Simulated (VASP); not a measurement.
Here is a VASP 6.6.1 calculation.

File INCAR:

```
PREC     = Accurate       # precision mode
ENCUT    = 520            # plane-wave cutoff, eV
EDIFF    = 1E-7           # SCF threshold, eV
ISMEAR   = 0              # smearing method
SIGMA    = 0.1            # smearing width, eV
LREAL    = F              # projectors in reciprocal space
LASPH    = T              # aspherical terms in the spheres
NELM     = 60             # most SCF steps
ALGO     = Fast           # electronic algorithm
ISIF     = 2              # what is computed and relaxed
LWAVE    = F              # write WAVECAR
LCHARG   = F              # write CHGCAR
GGA      = PE             # functional
NBANDS   = 38             # bands
```

File KPOINTS:

```
regular mesh
0
Gamma
  12 12 6
```

File POSCAR:

```
AsPb4
1.0
    5.5763825948      0.0000000000      0.0000000000
   -2.7881912974      4.8292889883      0.0000000000
    0.0000000000      0.0000000000      8.6066049339
As Pb
1 4
Direct
    0.0000000000      0.0000000000      0.0000000000
    0.3333333333      0.6666666667      0.0000000000
    0.6666666667      0.3333333333      0.0000000000
    0.0000000000      0.0000000000      0.3117109146
    0.0000000000      0.0000000000      0.6882890854
```

Potentials or basis: VASP PAW PBE potentials, release 64 (As, Pb_d).

Command:

```sh
$ cat potpaw_PBE.64/As/POTCAR potpaw_PBE.64/Pb_d/POTCAR > POTCAR
$ mpirun -np 1 vasp_std > vasp.out
```

Task: Estimate the band gap on the k mesh.

Result: Zero (an odd number of electrons rules out a gap without spin polarisation).

Task: Predict the pressure.

Result: 0.0 GPa.

Forces on the atoms (eV/Å):
```
As   0.000  0.000  0.000
Pb   0.000  0.000  0.000
Pb   0.000  0.000  0.000
Pb   0.000  0.000  0.003
Pb   0.000  0.000 -0.003
```

Caveat: spin-orbit coupling is left out, which moves the levels of the heavy elements.
